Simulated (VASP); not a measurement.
A run of VASP 6.6.1:

Contents of POSCAR:

```
P
1.0
    3.2837277200      0.0000000000      0.0000000000
    0.0000000000     34.8570309900      0.0000000000
    0.0000000000      0.0000000000      4.6320847100
P
4
Direct
    0.5000000000      0.9702614300      0.9078492800
    0.5000000000      0.0297385700      0.0921507200
    0.0000000000      0.0297385700      0.4078492800
    0.0000000000      0.9702614300      0.5921507200
```

File INCAR.step1:

```
SYSTEM = P
PREC = Accurate
ENCUT = 520
ISMEAR = -1
SIGMA = 0.05
LREAL = .FALSE.
LASPH = .TRUE.
NELM = 60
NBANDS = 18
GGA = PE
ALGO = Normal
EDIFF = 1E-4
LWAVE = .TRUE.
LCHARG = .FALSE.
```

File INCAR.step2:

```
SYSTEM = P
PREC = Accurate
ENCUT = 520
EDIFF = 1E-7
ISMEAR = -1
SIGMA = 0.05
LREAL = .FALSE.
LASPH = .TRUE.
NELM = 60
ALGO = Normal
ISIF = 2
LWAVE = .FALSE.
LCHARG = .FALSE.
METAGGA = R2SCAN
LMIXTAU = .TRUE.
NBANDS = 18
ISTART = 1
```

The input KPOINTS:

```
Automatic mesh
0
G
  5 1 4
  0 0 0
```

Potentials or basis: VASP PAW PBE potentials, release 64 (P).

Run with:

```sh
$ cat potpaw_PBE.64/P/POTCAR > POTCAR
$ cp INCAR.step1 INCAR
$ mpirun -np 1 vasp_std > vasp.out
$ cp INCAR.step2 INCAR
$ mpirun -np 1 vasp_std > vasp.out
```

Hardware: 1 thread of Intel Xeon 8259CL, on a shared host.

Estimate the wall time of this run.

It took 24 min on 1 thread of Intel Xeon 8259CL, on a shared host, peak memory 0.59 GiB. Counts: k points 9.
